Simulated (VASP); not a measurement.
# Cl (P6_3/mmc) in VASP: further runs

Cl is run at these levels: PBEsol; tasks: single point.

All numbers are computed with VASP 6.6.1; they aren't measurements. Logs are shortened: lines on timing, memory, paths and dates and some standing lists are left out, and cuts for length are marked.

## Step 1: The cell of the first run

It takes space group P6_3/mmc (No. 194, hexagonal). Conventional cell: a = 2.520 Å, b = 2.520 Å, c = 3.739 Å, α = 90.00°, β = 90.00°, γ = 120.00°. Within 3.1 Å of Cl (site symmetry -6m2) lie 12 Cl at 2.37 to 2.52 Å.

## Step 2: Single point, PBEsol

The input, INCAR:

```
ALGO = Normal
EDIFF = 1E-7
ENCUT = 520
GGA = PS
ISIF = 2
ISMEAR = -1
LASPH = True
LCHARG = False
LREAL = False
LWAVE = False
NBANDS = 14
NELM = 80
PREC = Accurate
SIGMA = 0.08
```

The input, KPOINTS:

```
k-points
0
Gamma
  15 15 8
```

The input, POSCAR:

```
Cl
1.0
    2.5203860124      0.0000000000      0.0000000000
   -1.2601930062      2.1827183141      0.0000000000
    0.0000000000      0.0000000000      3.7385520688
Cl
2
Direct
    0.3333333333      0.6666666667      0.2500000000
    0.6666666667      0.3333333333      0.7500000000
```

Potentials or basis: VASP PAW PBE potentials, release 64 (Cl).

The run is started by

```
$ cat potpaw_PBE.64/Cl/POTCAR > POTCAR
$ mpirun -np 1 vasp_std > vasp.out
```

OUTCAR:

```text
EDIFF = 1E-7
   ENCUT = 520
   GGA = PS
   ISIF = 2
   ISMEAR = -1
   LASPH = True
   LREAL = False
   NELM = 80
   PREC = Accurate

 ion  position               nearest neighbor table
   1  0.333  0.667  0.250-   2 2.37   2 2.37   2 2.37   2 2.37   2 2.37   2 2.37
   2  0.667  0.333  0.750-   1 2.37   1 2.37   1 2.37   1 2.37   1 2.37   1 2.37

  LATTYP: Found a hexagonal cell.
 ALAT       =     2.5203860124
 C/A-ratio  =     1.4833251932

  Lattice vectors:

 A1 = (   2.5203860124,   0.0000000000,   0.0000000000)
 A2 = (  -1.2601930062,   2.1827183141,   0.0000000000)
 A3 = (   0.0000000000,   0.0000000000,   3.7385520688)

Analysis of symmetry for initial positions (statically):
=====================================================================
 Subroutine PRICEL returns:
 Original cell was already a primitive cell.

 Routine SETGRP: Setting up the symmetry group for a
 hexagonal supercell.

 Subroutine GETGRP returns: Found 24 space group operations
 (whereof 12 operations were pure point group operations)
 out of a pool of 24 trial point group operations.

The static configuration has the point symmetry D_3d.
 The point group associated with its full space group is D_6h.

Analysis of symmetry for dynamics (positions and initial velocities):
=====================================================================
 Subroutine PRICEL returns:
 Original cell was already a primitive cell.

 Routine SETGRP: Setting up the symmetry group for a
 hexagonal supercell.

 Subroutine GETGRP returns: Found 24 space group operations
 (whereof 12 operations were pure point group operations)
 out of a pool of 24 trial point group operations.

The dynamic configuration has the point symmetry D_3d.
 The point group associated with its full space group is D_6h.

 Subroutine INISYM returns: Found 24 space group operations
 (whereof 12 operations are pure point group operations),
 and found     1 'primitive' translations

----------------------------------------------------------------------------------------

                                     Primitive cell

  volume of cell :      20.5669

  direct lattice vectors                    reciprocal lattice vectors
     2.520386012  0.000000000  0.000000000     0.396764621  0.229072161  0.000000000
    -1.260193006  2.182718314  0.000000000     0.000000000  0.458144321  0.000000000
     0.000000000  0.000000000  3.738552069     0.000000000  0.000000000  0.267483235

  length of vectors
     2.520386012  2.520386012  3.738552069     0.458144321  0.458144321  0.267483235

  position of ions in fractional coordinates (direct lattice)
     0.333333333  0.666666667  0.250000000
     0.666666667  0.333333333  0.750000000

  ion indices of the primitive-cell ions
   primitive index   ion index
                 1           1
                 2           2

----------------------------------------------------------------------------------------

 KPOINTS: k-points

Automatic generation of k-mesh.
 Grid dimensions read from file:
 generate k-points for:   15   15    8

 Generating k-lattice:

  Cartesian coordinates                     Fractional coordinates (reciprocal lattice)
     0.026450975  0.015271477  0.000000000     0.066666667  0.000000000  0.000000000
     0.000000000  0.030542955  0.000000000     0.000000000  0.066666667  0.000000000
     0.000000000  0.000000000  0.033435404     0.000000000  0.000000000  0.125000000

  Length of vectors
     0.030542955  0.030542955  0.033435404

  Shift w.r.t. Gamma in fractional coordinates (k-lattice)
     0.000000000  0.000000000  0.000000000

 Subroutine IBZKPT returns following result:
 ===========================================

 Found    135 irreducible k-points:

 Following reciprocal coordinates:
            Coordinates               Weight
  0.000000  0.000000  0.000000      1.000000
  0.066667  0.000000  0.000000      6.000000
  0.133333  0.000000  0.000000      6.000000
  0.200000 -0.000000  0.000000      6.000000
  0.266667  0.000000  0.000000      6.000000
  0.333333 -0.000000  0.000000      6.000000
[... 16 lines left out ...]
  0.333333  0.200000  0.000000     12.000000
  0.400000  0.200000  0.000000      6.000000
 [... further k-points ...]
   k-points           NKPTS =    135   k-points in BZ     NKDIM =    135   number of bands    NBANDS=     14
   number of dos      NEDOS =    301   number of ions     NIONS =      2
   total plane-waves  NPLWV =  11200
   dimension x,y,z NGX =    20 NGY =   20 NGZ =   28
   dimension x,y,z NGXF=    40 NGYF=   40 NGZF=   56
   ions per type =               2
   NGX,Y,Z   is equivalent  to a cutoff of  13.19, 13.19, 12.45 a.u.
   NGXF,Y,Z  is equivalent  to a cutoff of  26.38, 26.38, 24.90 a.u.
 SYSTEM =  unknown system
   PREC   = accura    normal or accurate (medium, high low for compatibility)
   ISTART =      0    job   : 0-new  1-cont  2-samecut
   ICHARG =      2    charge: 1-file 2-atom 10-const
   ISPIN  =      1    spin polarized calculation?
   LNONCOLLINEAR =      F non collinear calculations
   LSORBIT =      F    spin-orbit coupling
   LASPH  =      T    aspherical Exc in radial PAW
   ENCUT  =  520.0 eV  38.22 Ry    6.18 a.u.   4.69  4.69  6.95*2*pi/ulx,y,z
   NELM   =     80;   NELMIN=  2; NELMDL= -5     # of ELM steps
   EDIFF  = 0.1E-06   stopping-criterion for ELM
   LREAL  =      F    real-space projection
   EDIFFG = 0.1E-05   stopping-criterion for IOM
   NSW    =      0    number of steps for IOM
   IBRION =     -1    ionic relax: 0-MD 1-quasi-New 2-CG
   NFREE  =      0    steps in history (QN), initial steepest desc. (CG)
   ISIF   =      2    stress and relaxation
   ISYM   =      2    0-nonsym 1-usesym 2-fastsym
   POTIM  = 0.5000    time-step for ionic-motion
   TEBEG  =    0.0;   TEEND  =   0.0 temperature during run
   PSTRESS=    0.0 pullay stress
   NELECT =      14.0000    total number of electrons
   NUPDOWN=      -1.0000    fix difference up-down
   EMIN   =  10.00;   EMAX   =-10.00  energy-range for DOS
   EFERMI =   0.00;   METHOD = LEGACY
   ISMEAR =    -1;   SIGMA  =   0.08  broadening in eV -4-tet -1-fermi 0-gaus
   EFERMI_NEDOS =   21; number of points for ismear=-14 and -15
   IALGO  =     38    algorithm
   IMIX   =      4    mixing-type and parameters
     AMIX     =   0.40;   BMIX     =  1.00
     AMIX_MAG =   1.60;   BMIX_MAG =  1.00
  volume/ion in A,a.u.               =      10.28        69.40
  Fermi-wavevector in a.u.,A,eV,Ry     =   1.440107  2.721408 28.217236  2.073908
  Thomas-Fermi vector in A             =   2.558888
   LORBIT       =      0    0 simple, 1 ext, 2 COOP (PROOUT), +10 PAW based schemes
   GGA     = PS    functional components
   LHFCALC =     F    Hartree Fock is set to
   AEXX    =    0.0000 exact exchange contribution
   IVDW    =     0    specifies the selected vdW correction
   LEPSILON=     F    determine dielectric tensor
   LRPA    =     F    only Hartree local field effects (RPA)
 non-spin polarized calculation
  energy-cutoff  :      520.00
  volume of cell :       20.57
 maximum number of plane-waves:       577
 NGX is ok and might be reduce to    20
   NGX =  9   NGY =  9   NGZ = 13

 number of electron      14.0000001 magnetization

 Free energy of the ion-electron system (eV)
  ---------------------------------------------------
  ext. energy  EPLUGINS =         0.00000000
  ---------------------------------------------------
  free energy    TOTEN  =         1.40910377 eV

  energy without entropy =        1.43131113  energy(sigma->0) =        1.42020745

 E-fermi :  13.9368     XC(G=0): -13.5346

 val. band max:       13.9344994370   @ k =   0.0667   0.0667   0.5000
 cond. band min:      13.9467373959   @ k =   0.0667   0.0000   0.5000
 fundamental gap:      0.0122379589
 Fermi energy:        13.9368204490

 k-point     1 :       0.0000    0.0000    0.0000
  band No.  band energies     occupation
      1      -9.8742      2.00000
      2      -2.1201      2.00000
      3       1.6204      2.00000
      4      13.2635      1.99956
      5      13.2635      1.99956
      6      15.7686      0.00000
      7      15.7686      0.00000
      8      17.8219      0.00000
      9      21.9930      0.00000
     10      26.2043      0.00000
     11      26.2043      0.00000
     12      27.2453      0.00000
     13      29.1150      0.00000
     14      29.1157      0.00000

 k-point     2 :       0.0667    0.0000    0.0000
  band No.  band energies     occupation
      1      -9.7539      2.00000
      2      -2.0260      2.00000
      3       1.7355      2.00000
      4      12.4109      2.00000
      5      12.9569      1.99999
      6      15.4304      0.00000
      7      15.8565      0.00000
      8      17.6049      0.00000
      9      22.5266      0.00000
     10      25.2578      0.00000
     11      26.4191      0.00000
     12      28.3374      0.00000
     13      28.8561      0.00000
     14      28.9028      0.00000

 k-point     3 :       0.1333    0.0000    0.0000
  band No.  band energies     occupation
      1      -9.3945      2.00000
      2      -1.7534      2.00000
      3       2.0793      2.00000
      4      10.5154      2.00000
      5      12.2721      2.00000
      6      14.4399      0.00371
      7      15.9223      0.00000
      8      16.9507      0.00000
      9      22.5211      0.00000
     10      25.2136      0.00000
     11      27.1780      0.00000
     12      27.6807      0.00000
     13      28.0005      0.00000
     14      28.5280      0.00000
[... 324 lines left out ...]
 k-point    23 :       0.3333    0.2000    0.0000
  band No.  band energies     occupation
      1      -4.5141      2.00000
      2      -1.3622      2.00000
      3       4.3502      2.00000
      4       6.4065      2.00000
      5       6.6903      2.00000
      6       8.7325      2.00000
      7      10.3889      2.00000
      8      11.8873      2.00000
      9      19.1392      0.00000
     10      23.0008      0.00000
     11      28.1896      0.00000
     12      29.6065      0.00000
     13      31.4240      0.00000
     14      33.7124      0.00000

 k-point    24 :       0.4000    0.2000    0.0000
  band No.  band energies     occupation
      1      -3.7936      2.00000
      2      -1.9774      2.00000
      3       4.1542      2.00000
      4       7.2320      2.00000
      5       7.3158      2.00000
      6       7.5478      2.00000
      7       9.6967      2.00000
      8      11.7727      2.00000
      9      18.8892      0.00000
     10      22.8838      0.00000
     11      28.9962      0.00000
     12      29.7656      0.00000
     13      31.7845      0.00000
     14      33.2397      0.00000

 [... further k-points ...]
[... 5 lines left out ...]
  --------------------------------------------------------------------------------------
  -------------------------------------------------------------------------------------
  Total       15.5661540     15.5661540     15.5952407      0.0000000      0.0000000      0.0000000
  in kB     1212.6171853   1212.6171853   1214.8830620      0.0000000      0.0000000      0.0000000
  external PRESSURE =    1213.3724775 kB  Pullay stress =       0.0000000 kB

 VOLUME and BASIS-vectors are now :
 -----------------------------------------------------------------------------
  energy-cutoff  :      520.00
  volume of cell :       20.57
      direct lattice vectors                 reciprocal lattice vectors
     2.520386012  0.000000000  0.000000000     0.396764621  0.229072161  0.000000000
    -1.260193006  2.182718314  0.000000000     0.000000000  0.458144321  0.000000000
     0.000000000  0.000000000  3.738552069     0.000000000  0.000000000  0.267483235

 POSITION                                       TOTAL-FORCE (eV/Angst)
 -----------------------------------------------------------------------------------
     -0.00000      1.45515      0.93464        -0.000000     -0.000000      0.000000
      1.26019      0.72757      2.80391         0.000000      0.000000      0.000000
 -----------------------------------------------------------------------------------
    total drift:                                0.000000     -0.000000      0.000000

  FREE ENERGIE OF THE ION-ELECTRON SYSTEM (eV)
  ---------------------------------------------------
  free  energy   TOTEN  =         1.4091037726 eV

  energy  without entropy=        1.4313111321  energy(sigma->0) =        1.42020745
```

Wall time 15 s (1 thread of AMD EPYC 9R45 (Zen 5), shared host); peak memory 0.11 GiB.

Results:

| Item | Value |
| --- | --- |
| Free energy | 1.4091 eV |
| Pressure | 121.3 GPa |
| Band gap on the k mesh | zero (bands 7 and 8 overlap by 6.16 eV) |

Stress tensor (GPa, compression positive):
```
121.26   0.00   0.00
  0.00 121.26   0.00
  0.00   0.00 121.49
```

Levels at points of the mesh, in eV from the Fermi level:
| k point | band 5 | band 6 | band 7 | band 8 | band 9 | band 10 |
| --- | --- | --- | --- | --- | --- | --- |
| (0.00, 0.00, 0.00) | -0.67 | 1.83 | 1.83 | 3.89 | 8.06 | 12.27 |
| (0.00, 0.00, 0.50) | 0.58 | 0.58 | 0.58 | 0.58 | 10.40 | 10.40 |

Caveat: the cell stands under pressure; the PAW data sets were made with another functional, which shifts forces and pressure a little.

(Part 1 of 2 ends here.)
